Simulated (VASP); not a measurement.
Write the native input for VASP 6.6.1 that does the following.

* Task: relaxation of shape and atoms at fixed volume
* Functional: PBE
* Potentials or basis: VASP PAW PBE potentials, release 64 (Ga_d, Sb)
* Cutoff: 600 eV
* k mesh: 12 × 12 × 2
* Occupations: gaussian, width 0.1 eV
* Spin: no spin polarisation
* Dipole correction: no
* Further INCAR settings: ALGO = Normal; EDIFF = 1e-06; IBRION = 2; EDIFFG = -0.01; NSW = 50; ISIF = 4

The structure of GaSb3 lies in POSCAR:

```
GaSb3
1.0
    4.2767293071      0.0000000000      0.0000000000
   -2.1383646536      3.7037562250      0.0000000000
    0.0000000000      0.0000000000     14.2528337658
Ga Sb
2 6
Direct
    0.3333333333      0.6666666667      0.0636793090
    0.6666666667      0.3333333333      0.3075619557
    0.0000000000      0.0000000000      0.9965872177
    0.3333333333      0.6666666667      0.2486159194
    0.6666666667      0.3333333333      0.4930653994
    0.0000000000      0.0000000000      0.5965450046
    0.3333333333      0.6666666667      0.7388788223
    0.6666666667      0.3333333333      0.8460663716
```

These files were run (other wordings do the same):

INCAR

```
SYSTEM = GaSb3
PREC     = Accurate       ! precision mode
ENCUT    = 600            ! plane-wave cutoff, eV
EDIFF    = 1E-6           ! SCF threshold, eV
ISMEAR   = 0              ! smearing method
SIGMA    = 0.1            ! smearing width, eV
LREAL    = .FALSE.        ! projectors in reciprocal space
LASPH    = .TRUE.         ! aspherical terms in the spheres
NELM     = 60             ! most SCF steps
ALGO     = Normal         ! electronic algorithm
ISIF     = 4              ! what is computed and relaxed
LWAVE    = .FALSE.        ! write WAVECAR
LCHARG   = .FALSE.        ! write CHGCAR
GGA      = PE             ! functional
IBRION   = 2              ! ionic algorithm
NSW      = 50             ! ionic steps
EDIFFG   = -0.01          ! ionic threshold
```

KPOINTS

```
regular mesh
0
G
  12 12 2
  0 0 0
```

Potentials or basis: VASP PAW PBE potentials, release 64 (Ga_d, Sb).

Launch:

```sh
$ cat potpaw_PBE.64/Ga_d/POTCAR potpaw_PBE.64/Sb/POTCAR > POTCAR
$ mpirun -np 1 vasp_std > vasp.out
```

It gave:

- Energy gained by relaxing: 0.7 meV/atom
- Ionic steps: 9
- Pressure after relaxing: 4.9 GPa
- Largest force after relaxing: 0.008 eV/Å
- Band gap on the k mesh: zero (filled and empty bands touch)

Caveat: semilocal functionals underestimate gaps, and a narrow one can read as zero; spin-orbit coupling is left out, which moves the levels of the heavy elements.

Wall time 21 min on 1 thread of AMD EPYC 7R13 Processor (Zen 3), on a shared host, peak memory 0.58 GiB.
